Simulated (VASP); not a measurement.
# AlN (P6_3mc) in VASP: a series of runs

Runs on AlN. Level: LDA. Tasks: single point.

Everything below comes from runs of VASP 6.6.1. Logs are shortened: lines on timing, memory, paths and dates and some standing lists are left out, and cuts for length are marked.

## Step 1: The cell of the first run

It takes space group P6_3mc (No. 186, hexagonal). The conventional cell has a = 3.089 Å, b = 3.089 Å, c = 4.943 Å, α = 90.00°, β = 90.00°, γ = 120.00°. Within 2.5 Å of Al (site symmetry 3m) lie 4 N at 1.85 to 1.98 Å. Within 2.5 Å of N (site symmetry 3m) lie 4 Al at 1.85 to 1.98 Å.

## Step 2: Single point, LDA (atoms moved along the polar distortion)

The input, INCAR:

```
PREC = Accurate
ENCUT = 520
EDIFF = 1E-6
ISMEAR = 0
SIGMA = 0.01
LREAL = False
LASPH = True
NELM = 100
ALGO = Normal
ISIF = 2
LWAVE = False
LCHARG = False
GGA = CA
NBANDS = 16
```

The input, KPOINTS:

```
Automatic mesh
0
Gamma
  9 9 6
```

The input, POSCAR:

```
AlN
1.0
    3.0886190489      0.0000000000      0.0000000000
   -1.5443095244      2.6748225589      0.0000000000
    0.0000000000      0.0000000000      4.9431567737
Al N
2 2
Direct
    0.3333333333      0.6666666667     -0.0088419985
    0.6666666667      0.3333333333      0.4911580015
    0.3333333333      0.6666666667      0.3908419985
    0.6666666667      0.3333333333      0.8908419985
```

Potentials or basis: VASP PAW LDA potentials, release 64 (Al, N).

Launch:

```
cat potpaw_LDA.64/Al/POTCAR potpaw_LDA.64/N/POTCAR > POTCAR
mpirun -np 1 vasp_std > vasp.out
```

OUTCAR:

```text
PREC = Accurate
   ENCUT = 520
   EDIFF = 1E-6
   ISMEAR = 0
   LREAL = False
   LASPH = True
   NELM = 100
   ISIF = 2
   GGA = CA

 ion  position               nearest neighbor table
   1  0.333  0.667  0.991-   4 1.85   4 1.85   4 1.85   3 1.98   2 3.05   2 3.05   2 3.05   2 3.05
                             2 3.05   2 3.05
   2  0.667  0.333  0.491-   3 1.85   3 1.85   3 1.85   4 1.98   1 3.05   1 3.05   1 3.05   1 3.05
                             1 3.05   1 3.05
   3  0.333  0.667  0.391-   2 1.85   2 1.85   2 1.85   1 1.98
   4  0.667  0.333  0.891-   1 1.85   1 1.85   1 1.85   2 1.98

  LATTYP: Found a hexagonal cell.
 ALAT       =     3.0886190489
 C/A-ratio  =     1.6004423645

  Lattice vectors:

 A1 = (   3.0886190489,   0.0000000000,   0.0000000000)
 A2 = (  -1.5443095244,   2.6748225589,   0.0000000000)
 A3 = (   0.0000000000,   0.0000000000,   4.9431567737)

Analysis of symmetry for initial positions (statically):
=====================================================================
 Subroutine PRICEL returns:
 Original cell was already a primitive cell.

 Routine SETGRP: Setting up the symmetry group for a
 hexagonal supercell.

 Subroutine GETGRP returns: Found 12 space group operations
 (whereof  6 operations were pure point group operations)
 out of a pool of 24 trial point group operations.

The static configuration has the point symmetry C_3v.
 The point group associated with its full space group is C_6v.

Analysis of symmetry for dynamics (positions and initial velocities):
=====================================================================
 Subroutine PRICEL returns:
 Original cell was already a primitive cell.

 Routine SETGRP: Setting up the symmetry group for a
 hexagonal supercell.

 Subroutine GETGRP returns: Found 12 space group operations
 (whereof  6 operations were pure point group operations)
 out of a pool of 24 trial point group operations.

The dynamic configuration has the point symmetry C_3v.
 The point group associated with its full space group is C_6v.

 Subroutine INISYM returns: Found 12 space group operations
 (whereof  6 operations are pure point group operations),
 and found     1 'primitive' translations

----------------------------------------------------------------------------------------

                                     Primitive cell

  volume of cell :      40.8379

  direct lattice vectors                    reciprocal lattice vectors
     3.088619049  0.000000000  0.000000000     0.323769291  0.186928287  0.000000000
    -1.544309524  2.674822559  0.000000000     0.000000000  0.373856575  0.000000000
     0.000000000  0.000000000  4.943156774     0.000000000  0.000000000  0.202299876

  length of vectors
     3.088619049  3.088619049  4.943156774     0.373856575  0.373856575  0.202299876

  position of ions in fractional coordinates (direct lattice)
     0.333333333  0.666666667  0.991158001
     0.666666667  0.333333333  0.491158001
     0.333333333  0.666666667  0.390841999
     0.666666667  0.333333333  0.890841999

  ion indices of the primitive-cell ions
   primitive index   ion index
                 1           1
                 2           2
                 3           3
                 4           4

----------------------------------------------------------------------------------------

 KPOINTS: Automatic mesh

Automatic generation of k-mesh.
 Grid dimensions read from file:
 generate k-points for:    9    9    6

 Generating k-lattice:

  Cartesian coordinates                     Fractional coordinates (reciprocal lattice)
     0.035974366  0.020769810  0.000000000     0.111111111  0.000000000  0.000000000
     0.000000000  0.041539619  0.000000000     0.000000000  0.111111111  0.000000000
     0.000000000  0.000000000  0.033716646     0.000000000  0.000000000  0.166666667

  Length of vectors
     0.041539619  0.041539619  0.033716646

  Shift w.r.t. Gamma in fractional coordinates (k-lattice)
     0.000000000  0.000000000  0.000000000

 Subroutine IBZKPT returns following result:
 ===========================================

 Found     48 irreducible k-points:

 Following reciprocal coordinates:
            Coordinates               Weight
  0.000000  0.000000  0.000000      1.000000
  0.111111  0.000000  0.000000      6.000000
  0.222222  0.000000  0.000000      6.000000
  0.333333  0.000000  0.000000      6.000000
  0.444444  0.000000  0.000000      6.000000
  0.111111  0.111111  0.000000      6.000000
[... 16 lines left out ...]
  0.333333  0.222222  0.166667     24.000000
  0.333333  0.333333  0.166667      4.000000
 [... further k-points ...]
   k-points           NKPTS =     48   k-points in BZ     NKDIM =     48   number of bands    NBANDS=     16
   number of dos      NEDOS =    301   number of ions     NIONS =      4
   total plane-waves  NPLWV =  23040
   dimension x,y,z NGX =    24 NGY =   24 NGZ =   40
   dimension x,y,z NGXF=    48 NGYF=   48 NGZF=   80
   ions per type =               2   2
   NGX,Y,Z   is equivalent  to a cutoff of  12.92, 12.92, 13.45 a.u.
   NGXF,Y,Z  is equivalent  to a cutoff of  25.84, 25.84, 26.91 a.u.
 SYSTEM =  unknown system
   PREC   = accura    normal or accurate (medium, high low for compatibility)
   ISTART =      0    job   : 0-new  1-cont  2-samecut
   ICHARG =      2    charge: 1-file 2-atom 10-const
   ISPIN  =      1    spin polarized calculation?
   LNONCOLLINEAR =      F non collinear calculations
   LSORBIT =      F    spin-orbit coupling
   LASPH  =      T    aspherical Exc in radial PAW
   ENCUT  =  520.0 eV  38.22 Ry    6.18 a.u.   5.74  5.74  9.19*2*pi/ulx,y,z
   NELM   =    100;   NELMIN=  2; NELMDL= -5     # of ELM steps
   EDIFF  = 0.1E-05   stopping-criterion for ELM
   LREAL  =      F    real-space projection
   EDIFFG = 0.1E-04   stopping-criterion for IOM
   NSW    =      0    number of steps for IOM
   IBRION =     -1    ionic relax: 0-MD 1-quasi-New 2-CG
   NFREE  =      0    steps in history (QN), initial steepest desc. (CG)
   ISIF   =      2    stress and relaxation
   ISYM   =      2    0-nonsym 1-usesym 2-fastsym
   POTIM  = 0.5000    time-step for ionic-motion
   TEBEG  =    0.0;   TEEND  =   0.0 temperature during run
   PSTRESS=    0.0 pullay stress
   NELECT =      16.0000    total number of electrons
   NUPDOWN=      -1.0000    fix difference up-down
   EMIN   =  10.00;   EMAX   =-10.00  energy-range for DOS
   EFERMI =   0.00;   METHOD = LEGACY
   ISMEAR =     0;   SIGMA  =   0.01  broadening in eV -4-tet -1-fermi 0-gaus
   EFERMI_NEDOS =   21; number of points for ismear=-14 and -15
   IALGO  =     38    algorithm
   IMIX   =      4    mixing-type and parameters
     AMIX     =   0.40;   BMIX     =  1.00
     AMIX_MAG =   1.60;   BMIX_MAG =  1.00
  volume/ion in A,a.u.               =      10.21        68.90
  Fermi-wavevector in a.u.,A,eV,Ry     =   1.197918  2.263736 19.524448  1.435006
  Thomas-Fermi vector in A             =   2.333820
   LORBIT       =      0    0 simple, 1 ext, 2 COOP (PROOUT), +10 PAW based schemes
   GGA     = CA    functional components
   LHFCALC =     F    Hartree Fock is set to
   AEXX    =    0.0000 exact exchange contribution
   IVDW    =     0    specifies the selected vdW correction
   LEPSILON=     F    determine dielectric tensor
   LRPA    =     F    only Hartree local field effects (RPA)
 non-spin polarized calculation
 Gauss-broadening in eV      SIGMA  =   0.01
  energy-cutoff  :      520.00
  volume of cell :       40.84
 maximum number of plane-waves:      1118
 NGX is ok and might be reduce to    24
   NGX = 11   NGY = 11   NGZ = 19

 number of electron      16.0000000 magnetization

 Free energy of the ion-electron system (eV)
  ---------------------------------------------------
  ext. energy  EPLUGINS =         0.00000000
  ---------------------------------------------------
  free energy    TOTEN  =       -32.75505760 eV

  energy without entropy =      -32.75505760  energy(sigma->0) =      -32.75505760

 E-fermi :   6.4906     XC(G=0): -11.3429

 val. band max:        6.3932650278   @ k =   0.0000   0.0000   0.0000
 cond. band min:      10.5401932512   @ k =   0.0000   0.0000   0.0000
 fundamental gap:      4.1469282233
 Fermi energy:         6.4906462510

 k-point     1 :       0.0000    0.0000    0.0000
  band No.  band energies     occupation
      1      -9.0624      2.00000
      2      -6.7828      2.00000
      3       0.0533      2.00000
      4       5.1022      2.00000
      5       5.1022      2.00000
      6       5.7641      2.00000
[... 8 lines left out ...]
     15      19.1089      0.00000
     16      19.1089      0.00000

 k-point     2 :       0.1111    0.0000    0.0000
  band No.  band energies     occupation
      1      -8.8979      2.00000
      2      -6.6875      2.00000
      3       0.2446      2.00000
      4       4.4040      2.00000
      5       4.9055      2.00000
      6       5.1157      2.00000
[... 8 lines left out ...]
     15      18.9268      0.00000
     16      19.2696      0.00000

 k-point     3 :       0.2222    0.0000    0.0000
  band No.  band energies     occupation
      1      -8.4293      2.00000
      2      -6.4471      2.00000
      3       0.8015      2.00000
      4       2.9025      2.00000
      5       3.8663      2.00000
      6       4.5009      2.00000
[... 8 lines left out ...]
     15      18.3735      0.00000
     16      18.9519      0.00000

 k-point     4 :       0.3333    0.0000    0.0000
  band No.  band energies     occupation
      1      -7.7482      2.00000
      2      -6.2125      2.00000
      3       1.4552      2.00000
      4       1.6583      2.00000
      5       2.6654      2.00000
      6       4.1244      2.00000
[... 8 lines left out ...]
     15      18.0715      0.00000
     16      20.4512      0.00000

 k-point     5 :       0.4444    0.0000    0.0000
  band No.  band energies     occupation
      1      -7.0926      2.00000
      2      -6.1909      2.00000
      3       0.5987      2.00000
      4       1.8977      2.00000
      5       2.5886      2.00000
      6       3.9079      2.00000
[... 8 lines left out ...]
     15      18.6032      0.00000
     16      21.0113      0.00000

 k-point     6 :       0.1111    0.1111    0.0000
  band No.  band energies     occupation
      1      -8.5809      2.00000
      2      -6.5188      2.00000
      3       0.6191      2.00000
      4       3.5693      2.00000
      5       3.8241      2.00000
      6       4.8603      2.00000
[... 8 lines left out ...]
     15      18.5484      0.00000
     16      19.2493      0.00000
[... 267 lines left out ...]
 k-point    21 :       0.4444    0.1111    0.1667
  band No.  band energies     occupation
      1      -6.8320      2.00000
      2      -6.2480      2.00000
      3       0.4754      2.00000
      4       1.5304      2.00000
      5       3.0510      2.00000
      6       3.7293      2.00000
[... 8 lines left out ...]
     15      18.6580      0.00000
     16      21.1465      0.00000

 k-point    22 :       0.2222    0.2222    0.1667
  band No.  band energies     occupation
      1      -7.3126      2.00000
      2      -6.2253      2.00000
      3       1.4130      2.00000
      4       1.6177      2.00000
      5       2.9875      2.00000
      6       3.3447      2.00000
[... 8 lines left out ...]
     15      18.2080      0.00000
     16      21.0551      0.00000

 k-point    23 :       0.3333    0.2222    0.1667
  band No.  band energies     occupation
      1      -6.7491      2.00000
      2      -6.2132      2.00000
      3       0.9422      2.00000
      4       1.6681      2.00000
      5       2.4905      2.00000
      6       3.6204      2.00000
[... 8 lines left out ...]
     15      18.6449      0.00000
     16      20.9775      0.00000

 k-point    24 :       0.3333    0.3333    0.1667
  band No.  band energies     occupation
      1      -6.3782      2.00000
      2      -6.3782      2.00000
      3       1.1950      2.00000
      4       1.8378      2.00000
      5       1.8378      2.00000
      6       3.2294      2.00000
[... 8 lines left out ...]
     15      18.8520      0.00000
     16      21.3469      0.00000

 [... further k-points ...]

------------------------ aborting loop because EDIFF is reached ----------------------------------------

  FORCE on cell =-STRESS in cart. coord.  units (eV):
  Direction    XX          YY          ZZ          XY          YZ          ZX
  --------------------------------------------------------------------------------------
  -------------------------------------------------------------------------------------
  Total        1.2453537      1.2453537     -1.6309242      0.0000000      0.0000000      0.0000000
  in kB       48.8584387     48.8584387    -63.9853650      0.0000000      0.0000000      0.0000000
  external PRESSURE =      11.2438375 kB  Pullay stress =       0.0000000 kB

 VOLUME and BASIS-vectors are now :
 -----------------------------------------------------------------------------
  energy-cutoff  :      520.00
  volume of cell :       40.84
      direct lattice vectors                 reciprocal lattice vectors
     3.088619049  0.000000000  0.000000000     0.323769291  0.186928287  0.000000000
    -1.544309524  2.674822559  0.000000000     0.000000000  0.373856575  0.000000000
     0.000000000  0.000000000  4.943156774     0.000000000  0.000000000  0.202299876

 POSITION                                       TOTAL-FORCE (eV/Angst)
 -----------------------------------------------------------------------------------
     -0.00000      1.78322      4.89945         0.000000     -0.000000      0.897651
      1.54431      0.89161      2.42787         0.000000      0.000000      0.897651
     -0.00000      1.78322      1.93199        -0.000000      0.000000     -0.897651
      1.54431      0.89161      4.40357         0.000000     -0.000000     -0.897651
 -----------------------------------------------------------------------------------
    total drift:                               -0.000000     -0.000000     -0.000713

  FREE ENERGIE OF THE ION-ELECTRON SYSTEM (eV)
  ---------------------------------------------------
  free  energy   TOTEN  =       -32.7550576011 eV

  energy  without entropy=      -32.7550576011  energy(sigma->0) =      -32.75505760
```

Wall time 41 s (1 thread of Intel Xeon 8259CL, shared host); peak memory 0.15 GiB.

What came out:

```yaml
Free_energy: -32.7551 eV
Pressure: 1.1 GPa
Largest_force: 0.898 eV/Å
Band_gap_on_the_k_mesh: 4.15 eV
```

Forces on the atoms (eV/Å):
```
Al   0.000  0.000  0.898
Al   0.000  0.000  0.898
N    0.000  0.000 -0.898
N    0.000  0.000 -0.898
```

Stress tensor (GPa, compression positive):
```
 4.89  0.00  0.00
 0.00  4.89  0.00
 0.00  0.00 -6.40
```

Levels at points of the mesh, in eV from the valence-band top:
```tsv
k point	band 5	band 6	band 7	band 8	band 9	band 10	band 11	band 12
(0.00, 0.00, 0.00)	-1.29	-0.63	-0.63	0.00	4.15	6.52	10.56	10.79
(0.00, 0.00, 0.50)	-0.97	-0.97	-0.97	-0.97	6.44	6.44	10.05	10.05
```

Caveat: the cell differs from its parent crystal (atoms moved along the polar distortion); the stress differs along the axes, from -6 to 5 GPa.

## Step 3: Single point, LDA (atoms moved along the polar distortion)

The input, INCAR:

```
SYSTEM = AlN
PREC = Accurate ; ENCUT = 520
EDIFF = 1E-6 ; ISMEAR = 0
SIGMA = 0.01 ; LREAL = .False.
LASPH = .True. ; NELM = 60
ALGO = Normal ; ISIF = 2
LWAVE = .False. ; LCHARG = .True.
GGA = CA ; LELF = .True.
LVHAR = .True. ; NBANDS = 16
```

The input, KPOINTS:

```
regular mesh
0
Gamma
  9 9 6
  0 0 0
```

The input, POSCAR:

```
AlN
1.0
    3.0886190489      0.0000000000      0.0000000000
   -1.5443095244      2.6748225589      0.0000000000
    0.0000000000      0.0000000000      4.9431567737
Al N
2 2
Direct
    0.3333333333      0.6666666667     -0.0176934106
    0.6666666667      0.3333333333      0.4823065894
    0.3333333333      0.6666666667      0.3996934106
    0.6666666667      0.3333333333      0.8996934106
```

Potentials or basis: VASP PAW LDA potentials, release 64 (Al, N).

Launch:

```
cat potpaw_LDA.64/Al/POTCAR potpaw_LDA.64/N/POTCAR > POTCAR
mpirun -np 1 vasp_std > vasp.out
```

It took 39 s on 1 thread of Intel Xeon 8259CL, shared host; peak memory 0.15 GiB.

It converged, with:

```yaml
Free_energy: -32.5530 eV
Pressure: 2.7 GPa
Largest_force: 1.345 eV/Å
Band_gap_on_the_k_mesh: 3.85 eV
```

Forces on the atoms (eV/Å):
```
Al   0.000  0.000  1.345
Al   0.000  0.000  1.345
N    0.000  0.000 -1.345
N    0.000  0.000 -1.345
```

Stress tensor (GPa, compression positive):
```
  9.21   0.00   0.00
  0.00   9.21   0.00
  0.00   0.00 -10.28
```

Levels at points of the mesh, in eV from the valence-band top:
| k point | band 4 | band 5 | band 6 | band 7 | band 8 | band 9 | band 10 | band 11 | band 12 | band 13 |
| --- | --- | --- | --- | --- | --- | --- | --- | --- | --- | --- |
| (0.00, 0.00, 0.00) | -1.67 | -1.67 | -1.01 | -1.01 | 0.00 | 3.85 | 6.31 | 10.42 | 10.50 | 10.50 |
| (0.00, 0.00, 0.50) | -3.66 | -1.35 | -1.35 | -1.35 | -1.35 | 6.27 | 6.27 | 9.79 | 9.79 | 10.84 |

Caveat: the cell differs from its parent crystal (atoms moved along the polar distortion); the stress differs along the axes, from -10 to 9 GPa; forces of over 1 eV/Å act on the atoms, so gaps and moduli don't describe the material at rest.
